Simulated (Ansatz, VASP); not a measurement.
## Two plane-wave programs on La2O

INCAR

```
SYSTEM = La2O
PREC = Accurate
ENCUT = 520
EDIFF = 1E-6
ISMEAR = 0
SIGMA = 0.2
LREAL = .FALSE.
LASPH = .TRUE.
NELM = 100
ALGO = Normal
ISIF = 2
LWAVE = .FALSE.
LCHARG = .FALSE.
GGA = PE
NBANDS = 52
```

KPOINTS

```
Automatic mesh
0
G
  6 6 1
  0 0 0
```

File POSCAR:

```
La2O
1.0
    3.8257974126      0.0000000000      0.0000000000
   -1.9128987063      3.3132377490      0.0000000000
    0.0000000000      0.0000000000     19.1060759904
La O
6 3
Direct
    0.3333333333      0.6666666667      0.0787046066
    0.6666666667      0.3333333333      0.2513275164
    0.6666666667      0.3333333333      0.9212953934
    0.3333333333      0.6666666667      0.7486724836
    0.3333333333      0.6666666667      0.4246012219
    0.6666666667      0.3333333333      0.5753987781
    0.6666666667      0.3333333333      0.1298835787
    0.3333333333      0.6666666667      0.8701164213
    1.0000000000      1.0000000000      0.0000000000
```

Input for Ansatz:

```yaml
crystal:
  lattice:
    - [3.8257974126, 0.0, 0.0]
    - [-1.9128987063, 3.313237749, 0.0]
    - [0.0, 0.0, 19.1060759904]
  atoms:
    - { symbol: La, position: [0.3333333333, 0.6666666667, 0.0787046066] }
    - { symbol: La, position: [0.6666666667, 0.3333333333, 0.2513275164] }
    - { symbol: La, position: [0.6666666667, 0.3333333333, 0.9212953934] }
    - { symbol: La, position: [0.3333333333, 0.6666666667, 0.7486724836] }
    - { symbol: La, position: [0.3333333333, 0.6666666667, 0.4246012219] }
    - { symbol: La, position: [0.6666666667, 0.3333333333, 0.5753987781] }
    - { symbol: O, position: [0.6666666667, 0.3333333333, 0.1298835787] }
    - { symbol: O, position: [0.3333333333, 0.6666666667, 0.8701164213] }
    - { symbol: O, position: [1.0, 1.0, 0.0] }
basis:
  ecutwfc: 420
kpoints:
  mp_grid: { grid: [6, 6, 1] }
hamiltonian:
  xc: pbe
scf:
  occupations: { method: gaussian, width: 0.2 }
  lower_state_search: "off"
output:
  forces: true
  stress: true
  eigenvalues: true
```

Alike in both runs: task single point; functional PBE; k mesh 6 × 6 × 1; occupations gaussian, width 0.2 eV; no spin polarisation.

```csv
,VASP,Ansatz
version,VASP 6.6.1,Ansatz 0.2.0
potentials or method,"VASP PAW PBE potentials, release 64 (La, O), cutoff 520 eV","scalar-relativistic, plane waves, PAW"
valence electrons in the cell,84,84
```

```tsv
	VASP	Ansatz	Ansatz less VASP
gap on the k mesh at the Fermi level (eV)	none	none	-
pressure (GPa)	-0.2	-0.1	+0.08
traceless stress, the component that is largest in VASP (GPa)	-0.50	-0.51	-0.007
rms of the force components (eV/Å)	0.021	0.018	-0.0031
```

Atom by atom the forces differ by 0.005 eV/Å (rms over components). A gap of «none» marks a metal or a gap that the smearing closes. The functional is the same, so the differences come from potentials, cutoffs and numerics.

Neither program's run includes spin-orbit coupling.
